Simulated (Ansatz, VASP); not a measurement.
## Two plane-wave programs on Pd

```
Pd
1.0
     0.00000    1.78931    1.78931
     1.78931    0.00000    1.78931
     1.78931    1.78931    0.00000
Pd
1
Direct
  0.00000 0.00000 0.00000
```

Change from the starting cell: strain -0.080 along x and y, -0.080 along z, atoms carried along.

Alike in both runs: task single point; functional PBE; k mesh 20 × 20 × 20; occupations gaussian, width 0.15 eV; no spin polarisation.

```csv
,VASP,Ansatz
version,VASP 6.6.1,Ansatz 0.2.0
potentials or method,"VASP PAW PBE potentials, release 64 (Pd), cutoff 520 eV","scalar-relativistic, plane waves, PAW"
valence electrons in the cell,10,18
```

Ansatz gave:

| Item | Value |
| --- | --- |
| gap on the k mesh at the Fermi level (eV) | none |
| pressure (GPa) | 107.1 |

**Question.** Estimate VASP's values.

**Answer.** gap on the k mesh at the Fermi level (eV): none; pressure (GPa): 106.5.

A gap of «none» marks a metal or a gap that the smearing closes. Both programs put the cell under a high pressure, so it lies far from rest at this level. With one functional, cell and mesh, what is left measures potentials, basis and numerics. VASP's potentials hold 10 valence electrons a cell and Ansatz's 18, so a difference there can come from the potentials and not from the codes.

Noted on VASP's run: the cell as given lies far from equilibrium.
